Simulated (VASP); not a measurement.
Wanted: the native input for a VASP 6.6.1 run.

| Item | Value |
| --- | --- |
| Task | single point |
| Functional | PBEsol |
| Potentials or basis | VASP PAW PBE potentials, release 64 (Mo_sv) |
| Cutoff | 520 eV |
| k mesh | 18 × 18 × 18 |
| Occupations | gaussian, width 0.15 eV |
| Spin | no spin polarisation |
| Dipole correction | no |
| Further INCAR settings | ALGO = Fast; EDIFF = 1e-06; NBANDS = 13 |

The structure of Mo lies in POSCAR:

```
Mo
1.0
    2.8175757091      0.0000000000      0.0000000000
   -1.4087878546      2.4400921412      0.0000000000
    0.0000000000      0.0000000000      2.5551807000
Mo
1
Direct
    0.0000000000      0.0000000000      0.5000000000
```

This cell differs from its parent crystal: strain +0.030 along x and y, +0.000 along z.

These files were run (other wordings do the same):

INCAR

```
SYSTEM = Mo
ALGO = Fast
EDIFF = 1E-6
ENCUT = 520
GGA = PS
ISIF = 2
ISMEAR = 0
LASPH = .TRUE.
LCHARG = .FALSE.
LREAL = .FALSE.
LWAVE = .FALSE.
NBANDS = 13
NELM = 100
PREC = Accurate
SIGMA = 0.15
```

KPOINTS

```
k-points
0
G
  18 18 18
  0 0 0
```

Potentials or basis: VASP PAW PBE potentials, release 64 (Mo_sv).

The run is started by

```sh
$ cat potpaw_PBE.64/Mo_sv/POTCAR > POTCAR
$ mpirun -np 1 vasp_std > vasp.out
```

It gave:

```
Pressure               : -14.4 GPa
Band gap on the k mesh : zero (band 7 reaches 11.32 eV, above the bottom of band 8 at 9.70 eV)
```

Caveat: the cell differs from its parent crystal (strain +0.030 along x and y, +0.000 along z); the PAW data sets were made with another functional, which shifts forces and pressure a little.

Run time: 33 s on 1 thread of Intel(R) Xeon(R) Platinum 8488C (Sapphire Rapids), on a shared host, peak memory 0.19 GiB.
